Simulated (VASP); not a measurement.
A run of VASP 6.6.1:

File INCAR:

```
PREC = Accurate ; ENCUT = 520
EDIFF = 1E-6 ; ISMEAR = 0
SIGMA = 0.03 ; LREAL = False
LASPH = True ; NELM = 80
ALGO = Normal ; ISIF = 2
LWAVE = False ; LCHARG = False
GGA = PS ; IVDW = 12
NBANDS = 28
```

KPOINTS

```
regular mesh
0
Gamma
  8 8 6
```

Contents of POSCAR:

```
SnSe
1.0
    4.3610103623      0.0000000000      0.0000000000
    0.0000000000      4.3610103623      0.0000000000
    0.0000000000      0.0000000000      5.0282000000
Sn Se
2 2
Direct
    0.5000000000      0.0000000000      0.2500241371
    0.0000000000      0.5000000000      0.7499758629
    0.5000000000      0.0000000000      0.7499817524
    0.0000000000      0.5000000000      0.2500182476
```

Potentials or basis: VASP PAW PBE potentials, release 64 (Sn_d, Se).

Run with:

```bash
$ cat potpaw_PBE.64/Sn_d/POTCAR potpaw_PBE.64/Se/POTCAR > POTCAR
$ mpirun -np 1 vasp_std > vasp.out
```

Hardware: 1 thread of Intel Xeon 8259CL, with other jobs on the host.

Estimate the wall time of this run.

It took 2.7 min on 1 thread of Intel Xeon 8259CL, with other jobs on the host, peak memory 0.29 GiB. Counts: scf iterations 13, k points 60.
